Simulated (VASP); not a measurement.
# Al2TlAs3 (P1) in VASP: single point with PBEsol

Aim: the single point of Al2TlAs3 with PBEsol.

Program: VASP 6.6.1. These are calculated values, not measurements. Logs are shortened: lines on timing, memory, paths and dates and some standing lists are left out, and cuts for length are marked.

### Step 1. The cell of the first run

The typed cell holds 12 atoms: a = 11.859 Å, b = 5.448 Å, c = 6.542 Å, α = 121.71°, β = 125.77°, γ = 50.24°.

### Step 2. Single point, PBEsol

Contents of INCAR:

```
PREC = Accurate ; ENCUT = 520
EDIFF = 1E-7 ; ISMEAR = -1
SIGMA = 0.05 ; LREAL = False
LASPH = True ; NELM = 80
ALGO = Normal ; ISIF = 2
LWAVE = False ; LCHARG = False
GGA = PS ; NBANDS = 46
```

Contents of KPOINTS:

```
regular mesh
0
Gamma
  2 4 4
```

Contents of POSCAR:

```
Al2TlAs3
1.0
   10.5325818525     -5.3936717956      0.7799814842
    4.9789670990      2.1417630022      0.5521868744
   -4.4597623967      0.3890709415      4.7710220019
Al Tl As
4 2 6
Direct
    0.3685056127      0.4607594374      0.8534840812
    0.1927864286      0.4503736146      0.0845146172
    0.8679358682      0.4603968691      0.8504893803
    0.6930919495      0.4479670506      0.0826147164
    0.0514365245      0.0785047658      0.5098536934
    0.5510295803      0.0785047016      0.5097428368
    0.3560499419      0.7212317626      0.2993747258
    0.4124369915      0.9136872150      0.8950420178
    0.1752864455      0.3275926505      0.3835207954
    0.8558483658      0.7194451933      0.2961887755
    0.9127024528      0.9115477345      0.8922751234
    0.6749908314      0.3258018297      0.3812396915
```

Potentials or basis: VASP PAW PBE potentials, release 64 (Al, Tl_d, As).

Started as:

```bash
> cat potpaw_PBE.64/Al/POTCAR potpaw_PBE.64/Tl_d/POTCAR potpaw_PBE.64/As/POTCAR > POTCAR
> mpirun -np 1 vasp_std > vasp.out
```

OUTCAR:

```text
PREC = Accurate
   ENCUT = 520
   EDIFF = 1E-7
   ISMEAR = -1
   LREAL = False
   LASPH = True
   NELM = 80
   ISIF = 2
   GGA = PS

 ion  position               nearest neighbor table
   1  0.369  0.461  0.853-   7 2.54   9 2.60   8 2.68   8 2.82   6 3.01   4 3.18   2 3.25   5 3.52

   2  0.193  0.450  0.085-   7 2.49   9 2.52  11 2.59   8 2.66   5 3.17   3 3.18   5 3.22   1 3.25
                             6 3.32
   3  0.868  0.460  0.850-  10 2.53  12 2.60  11 2.68  11 2.82   5 3.01   2 3.18   4 3.25   6 3.51

   4  0.693  0.448  0.083-  10 2.49  12 2.52   8 2.59  11 2.67   6 3.16   1 3.18   6 3.23   3 3.25
                             5 3.32
   5  0.051  0.079  0.510-   3 3.01   9 3.12   9 3.14   2 3.17  11 3.18  10 3.21   8 3.21   2 3.22
                            10 3.24   4 3.32  12 3.40   1 3.52
   6  0.551  0.079  0.510-   1 3.01  12 3.13  12 3.14   4 3.16   8 3.17   7 3.20  11 3.22   4 3.23
                             7 3.24   2 3.32   9 3.39   3 3.51
   7  0.356  0.721  0.299-   2 2.49   9 2.49   1 2.54  12 2.77   6 3.20   6 3.24
   8  0.412  0.914  0.895-   4 2.59   2 2.66   1 2.68   1 2.82   6 3.17   5 3.21
   9  0.175  0.328  0.384-   7 2.49   2 2.52   1 2.60  10 2.76   5 3.12   5 3.14   6 3.39
  10  0.856  0.719  0.296-   4 2.49  12 2.49   3 2.53   9 2.76   5 3.21   5 3.24
  11  0.913  0.912  0.892-   2 2.59   4 2.67   3 2.68   3 2.82   5 3.18   6 3.22
  12  0.675  0.326  0.381-  10 2.49   4 2.52   3 2.60   7 2.77   6 3.13   6 3.14   5 3.40

  LATTYP: Found a triclinic cell.
 ALAT       =     6.5424389776
 B/A-ratio  =     1.8883916702
 C/A-ratio  =     0.8327375752
 COS(alpha) =     0.0102953373
 COS(beta)  =     0.5256752844
 COS(gamma) =     0.6269854272

  Lattice vectors:

 A1 = (  -4.4597623967,   0.3890709415,   4.7710220019)
 A2 = (  -5.0344100512,  10.0662687415,   5.0954142665)
 A3 = (  -4.9789670990,  -2.1417630022,  -0.5521868744)

Analysis of symmetry for initial positions (statically):
=====================================================================
 Subroutine PRICEL returns:
 Original cell was already a primitive cell.

 Routine SETGRP: Setting up the symmetry group for a
 triclinic supercell.

 Subroutine GETGRP returns: Found  1 space group operations
 (whereof  1 operations were pure point group operations)
 out of a pool of  2 trial point group operations.

The static configuration has the point symmetry C_1 .

Analysis of symmetry for dynamics (positions and initial velocities):
=====================================================================
 Subroutine PRICEL returns:
 Original cell was already a primitive cell.

[... 135 lines left out ...]
   EMIN   =  10.00;   EMAX   =-10.00  energy-range for DOS
   EFERMI =   0.00;   METHOD = LEGACY
   ISMEAR =    -1;   SIGMA  =   0.05  broadening in eV -4-tet -1-fermi 0-gaus
   EFERMI_NEDOS =   21; number of points for ismear=-14 and -15
   IALGO  =     38    algorithm
   IMIX   =      4    mixing-type and parameters
     AMIX     =   0.40;   BMIX     =  1.00
     AMIX_MAG =   1.60;   BMIX_MAG =  1.00
  volume/ion in A,a.u.               =      21.31       143.81
  Fermi-wavevector in a.u.,A,eV,Ry     =   1.052727  1.989366 15.078449  1.108235
  Thomas-Fermi vector in A             =   2.187821
   LORBIT       =      0    0 simple, 1 ext, 2 COOP (PROOUT), +10 PAW based schemes
   GGA     = PS    functional components
   LHFCALC =     F    Hartree Fock is set to
   AEXX    =    0.0000 exact exchange contribution
   IVDW    =     0    specifies the selected vdW correction
   LEPSILON=     F    determine dielectric tensor
   LRPA    =     F    only Hartree local field effects (RPA)
 non-spin polarized calculation
  energy-cutoff  :      520.00
  volume of cell :      255.73
 maximum number of plane-waves:      6910
 NGX is ok and might be reduce to    90
   NGX = 45   NGY = 21   NGZ = 25

 number of electron      68.0000001 magnetization

 Free energy of the ion-electron system (eV)
  ---------------------------------------------------
  ext. energy  EPLUGINS =         0.00000000
  ---------------------------------------------------
  free energy    TOTEN  =       -52.01713121 eV

  energy without entropy =      -51.99466504  energy(sigma->0) =      -52.00589812

 E-fermi :   6.0307     XC(G=0): -10.1319

 val. band max:        5.9725839815   @ k =   0.5000   0.2500   0.5000
 cond. band min:       6.0780733681   @ k =   0.5000   0.2500  -0.0000
 fundamental gap:      0.1054893866
 Fermi energy:         6.0307116501

 k-point     1 :       0.0000    0.0000    0.0000
  band No.  band energies     occupation
      1      -7.5149      2.00000
      2      -6.2412      2.00000
      3      -5.9291      2.00000
      4      -5.6812      2.00000
      5      -5.6587      2.00000
      6      -5.4991      2.00000
[... 969 lines left out ...]
     45      10.1048      0.00000
     46      10.1868      0.00000

------------------------ aborting loop because EDIFF is reached ----------------------------------------

  FORCE on cell =-STRESS in cart. coord.  units (eV):
  Direction    XX          YY          ZZ          XY          YZ          ZX
  --------------------------------------------------------------------------------------
  -------------------------------------------------------------------------------------
  Total        0.2441014      0.3395240      0.2187876      0.0342474      0.0374304     -0.0089380
  in kB        1.5293083      2.1271364      1.3707160      0.2145620      0.2345038     -0.0559973
  external PRESSURE =       1.6757202 kB  Pullay stress =       0.0000000 kB

 VOLUME and BASIS-vectors are now :
 -----------------------------------------------------------------------------
  energy-cutoff  :      520.00
  volume of cell :      255.73
      direct lattice vectors                 reciprocal lattice vectors
    10.532581852 -5.393671796  0.779981484     0.039117288 -0.102518815  0.044925574
     4.978967099  2.141763002  0.552186874     0.101812651  0.210101299  0.078036933
    -4.459762397  0.389070941  4.771022002    -0.018178573 -0.007556536  0.193222314

 POSITION                                       TOTAL-FORCE (eV/Angst)
 -----------------------------------------------------------------------------------
      2.36909     -0.66869      4.61384        -0.000111     -0.009776     -0.005048
      3.89602     -0.04235      0.80228        -0.004325     -0.002464     -0.012537
      7.64093     -3.36440      4.98890         0.001945     -0.009365     -0.006883
      9.16202     -2.74673      1.18212        -0.005858     -0.001366     -0.011312
     -1.34119      0.08908      2.51599         0.000349      0.002499      0.006624
      3.92130     -2.60561      2.90514         0.000668      0.002924      0.006340
      6.00597     -0.25923      2.10429         0.000253     -0.017683      0.014372
      4.90157      0.08059      5.09648         0.010519      0.002577     -0.012303
      1.76688     -0.09459      2.14740        -0.007183      0.021512      0.008173
     11.27546     -2.96005      2.47794         0.001004     -0.015863      0.016514
     10.17234     -2.62334      5.47230         0.008091      0.005240     -0.011944
      7.03131     -2.79456      2.52529        -0.005354      0.021764      0.008004
 -----------------------------------------------------------------------------------
    total drift:                               -0.000237      0.000037      0.000757

  FREE ENERGIE OF THE ION-ELECTRON SYSTEM (eV)
  ---------------------------------------------------
  free  energy   TOTEN  =       -52.0171312069 eV

  energy  without entropy=      -51.9946650375  energy(sigma->0) =      -52.00589812
```

stdout:

```text
POSCAR found type information on POSCAR AlTlAs
 POSCAR found :  3 types and      12 ions
 scaLAPACK will be used
 -----------------------------------------------------------------------------
|                                                                             |
|                                                                             |
|     You enforced a specific xc type in the INCAR file but a different       |
|     I HOPE YOU KNOW WHAT YOU ARE DOING!                                     |
|                                                                             |
 -----------------------------------------------------------------------------

 LDA part: xc-table for (Slater+PW92), standard interpolation
 POSCAR, INCAR and KPOINTS ok, starting setup
 FFT: planning ... GRIDC
 FFT: planning ... GRID_SOFT
 FFT: planning ... GRID
 WAVECAR not read
 entering main loop
```

Run time: 4.7 min. Hardware: 1 thread of Intel Xeon Platinum 8488C (Sapphire Rapids), shared host; peak memory 0.56 GiB.

Results:

| Item | Value |
| --- | --- |
| Free energy | -52.0171 eV |
| Pressure | 0.2 GPa |
| Largest force | 0.024 eV/Å |
| Band gap on the k mesh | zero (bands 34 and 35 overlap by 0.97 eV) |

Forces on the atoms (eV/Å):
```
Al   0.000 -0.010 -0.005
Al  -0.004 -0.002 -0.013
Al   0.002 -0.009 -0.007
Al  -0.006 -0.001 -0.011
Tl   0.000  0.002  0.007
Tl   0.001  0.003  0.006
As   0.000 -0.018  0.014
As   0.011  0.003 -0.012
As  -0.007  0.022  0.008
As   0.001 -0.016  0.017
As   0.008  0.005 -0.012
As  -0.005  0.022  0.008
```

Caveat: the k points lie up to 0.39 Å⁻¹ apart, too coarse for converged energies and pressures of a metal; the PAW data sets were made with another functional, which shifts forces and pressure a little; spin-orbit coupling is left out, which moves the levels of the heavy elements.
